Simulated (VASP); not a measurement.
# SrO (Fm-3m) in VASP: dielectric tensor with r2SCAN

Aim: the dielectric tensor of SrO with r2SCAN.

Everything below comes from runs of VASP 6.6.1. Logs are shortened: lines on timing, memory, paths and dates and some standing lists are left out, and cuts for length are marked.

## 1. The cell of the first run

It takes space group Fm-3m (No. 225, cubic). Conventional cell: a = 5.160 Å, b = 5.160 Å, c = 5.160 Å, α = 90.00°, β = 90.00°, γ = 90.00°. Sr (site symmetry m-3m) has 6 O at 2.58 Å within 3.4 Å. Within 3.4 Å of O (site symmetry m-3m) lie 6 Sr at 2.58 Å.

## 2. Dielectric tensor, r2SCAN

The input, INCAR:

```
SYSTEM = SrO
ALGO = Normal ; EDIFF = 1E-8
ENCUT = 520 ; ISIF = 2
ISMEAR = 0 ; LASPH = .TRUE.
LCALCEPS = .TRUE. ; LCHARG = .FALSE.
LMIXTAU = .TRUE. ; LREAL = .FALSE.
LWAVE = .FALSE. ; METAGGA = R2SCAN
NELM = 80 ; PREC = Accurate
SIGMA = 0.01
```

The input, KPOINTS:

```
k-points
0
G
  8 8 8
  0 0 0
```

The input, POSCAR:

```
SrO
1.0
    0.0000000000      2.5798927426      2.5798927426
    2.5798927426      0.0000000000      2.5798927426
    2.5798927426      2.5798927426      0.0000000000
Sr O
1 1
Direct
    0.5000000000      0.5000000000      0.5000000000
    0.0000000000      0.0000000000      0.0000000000
```

Potentials or basis: VASP PAW PBE potentials, release 64 (Sr_sv, O).

Run with:

```sh
$ cat potpaw_PBE.64/Sr_sv/POTCAR potpaw_PBE.64/O/POTCAR > POTCAR
$ mpirun -np 1 vasp_std > vasp.out
```

OUTCAR:

```text
SYSTEM = SrO
   EDIFF = 1E-8
   ENCUT = 520
   ISIF = 2
   ISMEAR = 0
   LASPH = .TRUE.
   LREAL = .FALSE.
   METAGGA = R2SCAN
   NELM = 80
   PREC = Accurate

 ion  position               nearest neighbor table
   1  0.500  0.500  0.500-   2 2.58   2 2.58   2 2.58   2 2.58   2 2.58   2 2.58
   2  0.000  0.000  0.000-   1 2.58   1 2.58   1 2.58   1 2.58   1 2.58   1 2.58

  LATTYP: Found a face centered cubic cell.
 ALAT       =     5.1597854852

  Lattice vectors:

 A1 = (   0.0000000000,   2.5798927426,   2.5798927426)
 A2 = (   2.5798927426,   0.0000000000,   2.5798927426)
 A3 = (   2.5798927426,   2.5798927426,   0.0000000000)

Analysis of symmetry for initial positions (statically):
=====================================================================
 Subroutine PRICEL returns:
 Original cell was already a primitive cell.

 Routine SETGRP: Setting up the symmetry group for a
 face centered cubic supercell.

 Subroutine GETGRP returns: Found 48 space group operations
 (whereof 48 operations were pure point group operations)
 out of a pool of 48 trial point group operations.

The static configuration has the point symmetry O_h .

Analysis of symmetry for dynamics (positions and initial velocities):
=====================================================================
 Subroutine PRICEL returns:
 Original cell was already a primitive cell.

 Routine SETGRP: Setting up the symmetry group for a
 face centered cubic supercell.

 Subroutine GETGRP returns: Found 48 space group operations
 (whereof 48 operations were pure point group operations)
 out of a pool of 48 trial point group operations.

The dynamic configuration has the point symmetry O_h .

 Subroutine INISYM returns: Found 48 space group operations
 (whereof 48 operations are pure point group operations),
 and found     1 'primitive' translations

----------------------------------------------------------------------------------------

                                     Primitive cell

  volume of cell :      34.3427

  direct lattice vectors                    reciprocal lattice vectors
     0.000000000  2.579892743  2.579892743    -0.193806507  0.193806507  0.193806507
     2.579892743  0.000000000  2.579892743     0.193806507 -0.193806507  0.193806507
[... 140 lines left out ...]
 fundamental gap:   9998.7060437602
 Fermi energy:         1.4028615616

 k-point     1 :       0.0000    0.0000    0.0000
  band No.  band energies     occupation
      1     -32.2154      2.00000
      2     -14.7214      2.00000
      3     -13.2491      2.00000
      4     -13.2491      2.00000
      5     -13.2491      2.00000
      6       1.2939      2.00000
      7       1.2939      2.00000
      8       1.2940      2.00000
      9   10000.0000      0.00000
     10   10000.0000      0.00000
     11   10000.0000      0.00000
     12   10000.0000      0.00000
[... 331 lines left out ...]
 k-point    24 :      -0.3750    0.2500    0.1250
  band No.  band energies     occupation
      1     -32.0622      2.00000
      2     -15.7525      2.00000
      3     -13.6146      2.00000
      4     -13.4695      2.00000
      5     -12.5715      2.00000
      6      -0.2322      2.00000
      7       0.4467      2.00000
      8       0.5216      2.00000
      9   10000.0000      0.00000
     10   10000.0000      0.00000
     11   10000.0000      0.00000
     12   10000.0000      0.00000

 [... further k-points ...]

------------------------ aborting loop because EDIFF is reached ----------------------------------------

            Ionic dipole moment: p[ion]=(   -25.79893   -25.79893   -25.79893 ) |e| Angst

 Total electronic dipole moment: p[elc]=(     0.00000     0.00000     0.00478 ) |e| Angst

 MACROSCOPIC STATIC DIELECTRIC TENSOR (including local field effects)
 ------------------------------------------------------
           3.516497    -0.000000     0.000000
           0.000000     3.516497    -0.000000
          -0.000000    -0.000000     3.516497
 ------------------------------------------------------

 PIEZOELECTRIC TENSOR (including local field effects) (e Angst)
          XX          YY          ZZ          XY          YZ          ZX
  --------------------------------------------------------------------------------
  x     0.00000     0.00000     0.00000     0.00000     0.00000     0.00000
  y     0.00000     0.00000     0.00000     0.00000     0.00000     0.00000
  z     0.00000     0.00000     0.00000     0.00000     0.00000     0.00000

 PIEZOELECTRIC TENSOR (including local field effects) (C/m^2)
          XX          YY          ZZ          XY          YZ          ZX
  --------------------------------------------------------------------------------
  x     0.00000     0.00000     0.00000     0.00000     0.00000     0.00000
  y     0.00000     0.00000     0.00000     0.00000     0.00000     0.00000
  z     0.00000     0.00000     0.00000     0.00000     0.00000     0.00000

 BORN EFFECTIVE CHARGES (including local field effects) (in |e|, cummulative output)
 ---------------------------------------------------------------------------------
 ion    1
    1     2.40885     0.00000     0.00000
    2    -0.00000     2.40885    -0.00000
    3    -0.00000    -0.00000     2.40885
 ion    2
    1    -2.40885    -0.00000    -0.00000
    2     0.00000    -2.40885     0.00000
    3     0.00000     0.00000    -2.40885

  FORCE on cell =-STRESS in cart. coord.  units (eV):
  Direction    XX          YY          ZZ          XY          YZ          ZX
  --------------------------------------------------------------------------------------
  -------------------------------------------------------------------------------------
  Total        0.1131026      0.1131026      0.1131026      0.0000000     -0.0000000      0.0000000
  in kB        5.2765297      5.2765297      5.2765297      0.0000000     -0.0000000      0.0000000
  external PRESSURE =       5.2765297 kB  Pullay stress =       0.0000000 kB

 VOLUME and BASIS-vectors are now :
 -----------------------------------------------------------------------------
  energy-cutoff  :      520.00
  volume of cell :       34.34
      direct lattice vectors                 reciprocal lattice vectors
     0.000000000  2.579892743  2.579892743    -0.193806507  0.193806507  0.193806507
     2.579892743  0.000000000  2.579892743     0.193806507 -0.193806507  0.193806507
     2.579892743  2.579892743  0.000000000     0.193806507  0.193806507 -0.193806507

 POSITION                                       TOTAL-FORCE (eV/Angst)
 -----------------------------------------------------------------------------------
      2.57989      2.57989      2.57989        -0.000000      0.000000     -0.000000
      0.00000      0.00000      0.00000         0.000000     -0.000000      0.000000
 -----------------------------------------------------------------------------------
    total drift:                                0.000000      0.000000      0.000000

  FREE ENERGIE OF THE ION-ELECTRON SYSTEM (eV)
  ---------------------------------------------------
  free  energy   TOTEN  =       -27.0556987746 eV

  energy  without entropy=      -27.0556987746  energy(sigma->0) =      -27.05569877
```

It took 27 min on 1 thread of Intel Xeon 6975P-C (Granite Rapids), shared host; peak memory 0.39 GiB.

What came out:

```yaml
Band_gap_on_the_k_mesh: 3.75 eV (least direct gap 3.84 eV)
Electronic_dielectric_tensor_diagonal: 3.52
Born_charges_mean_of_the_diagonal: Sr +2.41; O -2.41 e
```

Electronic dielectric tensor:
```
3.52 0.00 0.00
0.00 3.52 0.00
0.00 0.00 3.52
```

Born effective charge tensors (e):
atom 1, Sr
```
2.41 0.00 0.00
0.00 2.41 0.00
0.00 0.00 2.41
```
atom 2, O
```
-2.41  0.00  0.00
 0.00 -2.41  0.00
 0.00  0.00 -2.41
```

Dipole moments of the cell (e·Å, modulo the quantum): ionic -25.799, -25.799, -25.799; electronic 0.000, 0.000, 0.005

Caveat: the PAW data sets were made with another functional, which shifts forces and pressure a little. r2SCAN opens gaps a little over a GGA but as a rule still falls short of measured ones.
